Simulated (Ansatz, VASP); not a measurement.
## Ca8H in VASP and in Ansatz

```
Ca H
1.0
     7.72024   -0.02203   -0.04895
    -1.93960    3.35948    0.00000
    -0.08034   -0.04639   12.68369
Ca H
8 1
Direct
  0.02178 0.02178 0.00031
  0.50827 0.00827 0.00538
  0.18087 0.68087 0.24108
  0.66578 0.66578 0.24617
  0.01231 0.01231 0.49584
  0.51051 0.01051 0.49654
  0.34955 0.34955 0.74881
  0.84931 0.34931 0.75062
  0.34606 0.34606 0.11943
```

Alike in both runs: functional PBE; k mesh 6 × 6 × 2; occupations gaussian, width 0.1 eV; no spin polarisation.

Ansatz relaxed the structure, and its values are those at the end. VASP's run is a single point on that final structure, the one shown.

|  | VASP | Ansatz |
| --- | --- | --- |
| version | VASP 6.6.1 | Ansatz 0.2.0 |
| potentials or method | VASP PAW PBE potentials, release 64 (Ca_sv, H), cutoff 520 eV | scalar-relativistic, plane waves, PAW |
| valence electrons in the cell | 81 | 81 |

```csv
,VASP,Ansatz,Ansatz less VASP
gap on the k mesh at the Fermi level (eV),none,none,-
pressure (GPa),0.0,0.0,-0.01
rms of the force components (eV/Å),0.004,0.004,-0.0003
```

A gap of «none» marks a metal or a gap that the smearing closes.
